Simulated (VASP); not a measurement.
# RbBr (Fm-3m) in VASP: notebook

RbBr is run at these levels: PBEsol; tasks: vibrations by perturbation theory.

All numbers are computed with VASP 6.6.1; they aren't measurements. Logs are shortened: lines on timing, memory, paths and dates and some standing lists are left out, and cuts for length are marked.

**1. The cell of the first run**

It takes space group Fm-3m (No. 225, cubic). The conventional cell has a = 6.850 Å, b = 6.850 Å, c = 6.850 Å, α = 90.00°, β = 90.00°, γ = 90.00°. Rb (site symmetry m-3m) has 6 Br at 3.42 Å within 4.5 Å. Within 4.5 Å of Br (site symmetry m-3m) lie 6 Rb at 3.42 Å.

**2. Vibrations by perturbation theory, PBEsol**

INCAR reads:

```
SYSTEM = RbBr
PREC = Accurate
ENCUT = 520
EDIFF = 1E-8
ISMEAR = 0
SIGMA = 0.01
LREAL = .FALSE.
LASPH = .TRUE.
NELM = 60
ALGO = Normal
ISIF = 2
LWAVE = .FALSE.
LCHARG = .TRUE.
GGA = PS
IBRION = 8
NSW = 1
LEPSILON = .TRUE.
```

KPOINTS reads:

```
regular mesh
0
G
  6 6 6
  0 0 0
```

POSCAR reads:

```
RbBr
1.0
    0.0000000000      3.4249234695      3.4249234695
    3.4249234695      0.0000000000      3.4249234695
    3.4249234695      3.4249234695      0.0000000000
Rb Br
1 1
Direct
    0.0000000000      0.0000000000      0.0000000000
    0.5000000000      0.5000000000      0.5000000000
```

Potentials or basis: VASP PAW PBE potentials, release 64 (Rb_sv, Br).

Started as:

```sh
$ cat potpaw_PBE.64/Rb_sv/POTCAR potpaw_PBE.64/Br/POTCAR > POTCAR
$ mpirun -np 1 vasp_std > vasp.out
```

OUTCAR:

```text
SYSTEM = RbBr
   PREC = Accurate
   ENCUT = 520
   EDIFF = 1E-8
   ISMEAR = 0
   LREAL = .FALSE.
   LASPH = .TRUE.
   NELM = 60
   ISIF = 2
   GGA = PS
   IBRION = 8
   NSW = 1
   LEPSILON = .TRUE.

 ion  position               nearest neighbor table
   1  0.000  0.000  0.000-   2 3.42   2 3.42   2 3.42   2 3.42   2 3.42   2 3.42
   2  0.500  0.500  0.500-   1 3.42   1 3.42   1 3.42   1 3.42   1 3.42   1 3.42

  LATTYP: Found a face centered cubic cell.
 ALAT       =     6.8498469390

  Lattice vectors:

 A1 = (   0.0000000000,   3.4249234695,   3.4249234695)
 A2 = (   3.4249234695,   0.0000000000,   3.4249234695)
 A3 = (   3.4249234695,   3.4249234695,   0.0000000000)

Analysis of symmetry for initial positions (statically):
=====================================================================
 Subroutine PRICEL returns:
 Original cell was already a primitive cell.

 Routine SETGRP: Setting up the symmetry group for a
 face centered cubic supercell.

 Subroutine GETGRP returns: Found 48 space group operations
 (whereof 48 operations were pure point group operations)
 out of a pool of 48 trial point group operations.

The static configuration has the point symmetry O_h .

Analysis of symmetry for dynamics (positions and initial velocities):
=====================================================================
 Subroutine PRICEL returns:
 Original cell was already a primitive cell.

 Routine SETGRP: Setting up the symmetry group for a
 face centered cubic supercell.

 Subroutine GETGRP returns: Found 48 space group operations
 (whereof 48 operations were pure point group operations)
 out of a pool of 48 trial point group operations.

The dynamic configuration has the point symmetry O_h .

 Subroutine INISYM returns: Found 48 space group operations
 (whereof 48 operations are pure point group operations),
 and found     1 'primitive' translations
[... 460 lines left out ...]
    -0.00732  0.00000  0.00000
    -0.00000  0.00176 -0.00000
     0.00000 -0.00000  0.00176

 MACROSCOPIC STATIC DIELECTRIC TENSOR (including local field effects in DFT)
 ------------------------------------------------------
           2.585471     0.000000    -0.000000
           0.000000     2.585471    -0.000000
           0.000000     0.000000     2.585471
 ------------------------------------------------------

 PIEZOELECTRIC TENSOR (including local field effects)  for field in x, y, z        (e  Angst)
          XX          YY          ZZ          XY          YZ          ZX
  --------------------------------------------------------------------------------
  x     0.00000     0.00000     0.00000     0.00000     0.00000     0.00000
  y     0.00000     0.00000     0.00000     0.00000     0.00000     0.00000
  z     0.00000     0.00000     0.00000     0.00000     0.00000     0.00000

 PIEZOELECTRIC TENSOR (including local field effects)  for field in x, y, z        (C/m^2)
          XX          YY          ZZ          XY          YZ          ZX
  --------------------------------------------------------------------------------
  x     0.00000     0.00000     0.00000     0.00000     0.00000     0.00000
  y     0.00000     0.00000     0.00000     0.00000     0.00000     0.00000
  z     0.00000     0.00000     0.00000     0.00000     0.00000     0.00000

 BORN EFFECTIVE CHARGES (including local field effects) (in |e|, cummulative output)
 ---------------------------------------------------------------------------------
 ion    1
    1     1.15640     0.00000     0.00000
    2     0.00000     1.15640     0.00000
    3     0.00000     0.00000     1.15640
 ion    2
    1    -1.15640     0.00000     0.00000
    2     0.00000    -1.15640     0.00000
    3     0.00000     0.00000    -1.15640

 INTERNAL STRAIN TENSOR FOR ION    2 for displacements in x,y,z  (eV/Angst):
          X           Y           Z          XY          YZ          ZX
  --------------------------------------------------------------------------------
  x     0.00000     0.00000     0.00000     0.00000     0.00000     0.00000
  y     0.00000     0.00000     0.00000     0.00000     0.00000     0.00000
  z     0.00000     0.00000     0.00000     0.00000     0.00000     0.00000

 SECOND DERIVATIVES (NOT SYMMETRIZED)
 ------------------------------------
               1X          1Y          1Z          2X          2Y          2Z
  1X    -1.109316    0.000000    0.000000    1.109316    0.000000    0.000000
  1Y     0.000000   -1.109316    0.000000    0.000000    1.109316    0.000000
  1Z     0.000000    0.000000   -1.109316    0.000000    0.000000    1.109316
  2X     1.101452    0.000000    0.000000   -1.101452    0.000000    0.000000
  2Y     0.000000    1.101452    0.000000    0.000000   -1.101452    0.000000
  2Z     0.000000    0.000000    1.101452    0.000000    0.000000   -1.101452

 Eigenvectors and eigenvalues of the dynamical matrix
 ----------------------------------------------------

   1 f  =    2.557567 THz    16.069666 2PiTHz   85.311245 cm-1    10.577242 meV
             X         Y         Z           dx          dy          dz
      0.000000  0.000000  0.000000     0.000000    0.696386    0.000000
      3.424923  3.424923  3.424923     0.000000   -0.717667    0.000000
[... 21 lines left out ...]
   6 f/i=    0.004546 THz     0.028566 2PiTHz    0.151652 cm-1     0.018802 meV
             X         Y         Z           dx          dy          dz
      0.000000  0.000000  0.000000     0.000000    0.000000    0.717667
      3.424923  3.424923  3.424923     0.000000    0.000000    0.696386

--------------------------------------------------------------------------------------------------------

 MACROSCOPIC STATIC DIELECTRIC TENSOR IONIC CONTRIBUTION
 ------------------------------------------------------
           2.724483     0.000000     0.000000
           0.000000     2.724483     0.000000
           0.000000     0.000000     2.724483
 ------------------------------------------------------

 ELASTIC MODULI CONTR FROM IONIC RELAXATION (kBar)
 Direction    XX          YY          ZZ          XY          YZ          ZX
 --------------------------------------------------------------------------------
 XX           0.0000      0.0000      0.0000      0.0000      0.0000      0.0000
 YY           0.0000      0.0000      0.0000      0.0000      0.0000      0.0000
 ZZ           0.0000      0.0000      0.0000      0.0000      0.0000      0.0000
 XY           0.0000      0.0000      0.0000      0.0000      0.0000      0.0000
 YZ           0.0000      0.0000      0.0000      0.0000      0.0000      0.0000
 ZX           0.0000      0.0000      0.0000      0.0000      0.0000      0.0000
 --------------------------------------------------------------------------------

 PIEZOELECTRIC TENSOR IONIC CONTR  for field in x, y, z        (C/m^2)
          XX          YY          ZZ          XY          YZ          ZX
  --------------------------------------------------------------------------------
  x     0.00000     0.00000     0.00000     0.00000     0.00000     0.00000
  y     0.00000     0.00000     0.00000     0.00000     0.00000     0.00000
  z     0.00000     0.00000     0.00000     0.00000     0.00000     0.00000
```

It took 7 min on 1 thread of Intel Xeon Platinum 8259CL at 2.50GHz (Skylake/Cascade Lake), shared host; peak memory 0.29 GiB.

What came out:

* Electronic dielectric tensor (diagonal): 2.59
* Born charges (mean of the diagonal): Rb +1.16; Br -1.16 e
* Highest phonon frequency at Γ, LO-TO splitting left out: 85 cm⁻¹

Phonon frequencies in cm⁻¹ (negative: imaginary):
```tsv
q point	frequencies
(0.000, 0.000, 0.000)	0 0 0 85 85 85
```

Electronic dielectric tensor:
```
2.59 0.00 0.00
0.00 2.59 0.00
0.00 0.00 2.59
```

Born effective charge tensors (e):
atom 1, Rb
```
1.16 0.00 0.00
0.00 1.16 0.00
0.00 0.00 1.16
```
atom 2, Br
```
-1.16  0.00  0.00
 0.00 -1.16  0.00
 0.00  0.00 -1.16
```

**3. Vibrations by perturbation theory, PBEsol (volume scaled by 1.030)**

INCAR reads:

```
SYSTEM = RbBr
PREC = Accurate ; ENCUT = 520
EDIFF = 1E-8 ; ISMEAR = 0
SIGMA = 0.01 ; LREAL = .FALSE.
LASPH = .TRUE. ; NELM = 80
ALGO = Normal ; ISIF = 2
LWAVE = .FALSE. ; LCHARG = .FALSE.
GGA = PS ; IBRION = 8
NSW = 1
```

KPOINTS reads:

```
Automatic mesh
0
G
  6 6 6
  0 0 0
```

POSCAR reads:

```
RbBr
1.0
    0.0000000000      3.4588358083      3.4588358083
    3.4588358083      0.0000000000      3.4588358083
    3.4588358083      3.4588358083      0.0000000000
Rb Br
1 1
Direct
    0.0000000000      0.0000000000      0.0000000000
    0.5000000000      0.5000000000      0.5000000000
```

Potentials or basis: VASP PAW PBE potentials, release 64 (Rb_sv, Br).

Started as:

```sh
$ cat potpaw_PBE.64/Rb_sv/POTCAR potpaw_PBE.64/Br/POTCAR > POTCAR
$ mpirun -np 1 vasp_std > vasp.out
```

OUTCAR:

```text
SYSTEM = RbBr
   PREC = Accurate
   ENCUT = 520
   EDIFF = 1E-8
   ISMEAR = 0
   LREAL = .FALSE.
   LASPH = .TRUE.
   NELM = 80
   ISIF = 2
   GGA = PS
   IBRION = 8
   NSW = 1

 ion  position               nearest neighbor table
   1  0.000  0.000  0.000-   2 3.46   2 3.46   2 3.46   2 3.46   2 3.46   2 3.46
   2  0.500  0.500  0.500-   1 3.46   1 3.46   1 3.46   1 3.46   1 3.46   1 3.46

  LATTYP: Found a face centered cubic cell.
 ALAT       =     6.9176716166

  Lattice vectors:

 A1 = (   0.0000000000,   3.4588358083,   3.4588358083)
 A2 = (   3.4588358083,   0.0000000000,   3.4588358083)
 A3 = (   3.4588358083,   3.4588358083,   0.0000000000)

Analysis of symmetry for initial positions (statically):
=====================================================================
 Subroutine PRICEL returns:
 Original cell was already a primitive cell.

 Routine SETGRP: Setting up the symmetry group for a
 face centered cubic supercell.

 Subroutine GETGRP returns: Found 48 space group operations
 (whereof 48 operations were pure point group operations)
 out of a pool of 48 trial point group operations.

The static configuration has the point symmetry O_h .

Analysis of symmetry for dynamics (positions and initial velocities):
=====================================================================
 Subroutine PRICEL returns:
 Original cell was already a primitive cell.

 Routine SETGRP: Setting up the symmetry group for a
 face centered cubic supercell.

 Subroutine GETGRP returns: Found 48 space group operations
 (whereof 48 operations were pure point group operations)
[... 414 lines left out ...]
    total drift:                                0.000000      0.000000      0.000000

  FREE ENERGIE OF THE ION-ELECTRON SYSTEM (eV)
  ---------------------------------------------------
  free  energy   TOTEN  =        -6.3525561300 eV

  energy  without entropy=       -6.3525561300  energy(sigma->0) =       -6.35255613

[... ionic steps 2 to 3 ...]

--------------------------------------- Ionic step        4  -------------------------------------------

------------------------ aborting loop because EDIFF is reached ----------------------------------------

[... ionic steps 5 to 6 ...]

--------------------------------------- Ionic step        7  -------------------------------------------

 Free energy of the ion-electron system (eV)
  ---------------------------------------------------
  ---------------------------------------------------
  free energy    TOTEN  =        -0.14661212 eV

  energy without entropy =       -0.14661212

------------------------ aborting loop because EDIFF is reached ----------------------------------------

 INTERNAL STRAIN TENSOR  FOR ION    2  DIRECTION 1   (eV/Angst):
 -----------------------------------------------------------------------------
    -0.00756  0.00000  0.00000
    -0.00000  0.00174 -0.00000
     0.00000 -0.00000  0.00174

 INTERNAL STRAIN TENSOR FOR ION    2 for displacements in x,y,z  (eV/Angst):
          X           Y           Z          XY          YZ          ZX
  --------------------------------------------------------------------------------
  x     0.00000     0.00000     0.00000     0.00000     0.00000     0.00000
  y     0.00000     0.00000     0.00000     0.00000     0.00000     0.00000
  z     0.00000     0.00000     0.00000     0.00000     0.00000     0.00000

 SECOND DERIVATIVES (NOT SYMMETRIZED)
 ------------------------------------
               1X          1Y          1Z          2X          2Y          2Z
  1X    -0.952514    0.000000    0.000000    0.952514    0.000000    0.000000
  1Y     0.000000   -0.952514    0.000000    0.000000    0.952514    0.000000
  1Z     0.000000    0.000000   -0.952514    0.000000    0.000000    0.952514
  2X     0.938614    0.000000    0.000000   -0.938614    0.000000    0.000000
  2Y     0.000000    0.938614    0.000000    0.000000   -0.938614    0.000000
  2Z     0.000000    0.000000    0.938614    0.000000    0.000000   -0.938614

 Eigenvectors and eigenvalues of the dynamical matrix
 ----------------------------------------------------

   1 f  =    2.365323 THz    14.861763 2PiTHz   78.898682 cm-1     9.782185 meV
             X         Y         Z           dx          dy          dz
      0.000000  0.000000  0.000000     0.000000    0.697746    0.000000
      3.458836  3.458836  3.458836     0.000000   -0.716345    0.000000
[... 21 lines left out ...]
   6 f/i=    0.008690 THz     0.054601 2PiTHz    0.289866 cm-1     0.035939 meV
             X         Y         Z           dx          dy          dz
      0.000000  0.000000  0.000000     0.000000    0.000000    0.716345
      3.458836  3.458836  3.458836     0.000000    0.000000    0.697746

--------------------------------------------------------------------------------------------------------

 ELASTIC MODULI CONTR FROM IONIC RELAXATION (kBar)
 Direction    XX          YY          ZZ          XY          YZ          ZX
 --------------------------------------------------------------------------------
 XX           0.0000      0.0000      0.0000      0.0000      0.0000      0.0000
 YY           0.0000      0.0000      0.0000      0.0000      0.0000      0.0000
 ZZ           0.0000      0.0000      0.0000      0.0000      0.0000      0.0000
 XY           0.0000      0.0000      0.0000      0.0000      0.0000      0.0000
 YZ           0.0000      0.0000      0.0000      0.0000      0.0000      0.0000
 ZX           0.0000      0.0000      0.0000      0.0000      0.0000      0.0000
 --------------------------------------------------------------------------------
```

stdout:

```text
POSCAR found type information on POSCAR RbBr
 POSCAR found :  2 types and       2 ions
 scaLAPACK will be used
 -----------------------------------------------------------------------------
|                                                                             |
|                                                                             |
|     You enforced a specific xc type in the INCAR file but a different       |
|     I HOPE YOU KNOW WHAT YOU ARE DOING!                                     |
|                                                                             |
 -----------------------------------------------------------------------------

 LDA part: xc-table for (Slater+PW92), standard interpolation
 POSCAR, INCAR and KPOINTS ok, starting setup
 FFT: planning ... GRIDC
 FFT: planning ... GRID_SOFT
 FFT: planning ... GRID
 WAVECAR not read
 entering main loop
 Linear response reoptimize wavefunctions to high precision
 Linear response DOF=           2
 Linear response progress:
 first order change of Fermi-energy  -0.12660E-02
 force on displaced ion       1 direction 1 :  -0.953   0.000   0.000
 Linear response progress:
 first order change of Fermi-energy   0.13127E-02
 force on displaced ion       2 direction 1 :  -0.939   0.000   0.000
 Linear response finished
```

Run time: 2.3 min. Hardware: 1 thread of Intel Xeon Platinum 8259CL at 2.50GHz (Skylake/Cascade Lake), shared host; peak memory 0.29 GiB.

Results:

| Quantity | Value |
| --- | --- |
| Highest phonon frequency at Γ, LO-TO splitting left out | 79 cm⁻¹ |

Phonon frequencies in cm⁻¹ (negative: imaginary):
```
              q point     frequencies
(0.000, 0.000, 0.000)  0 0 0 79 79 79
```
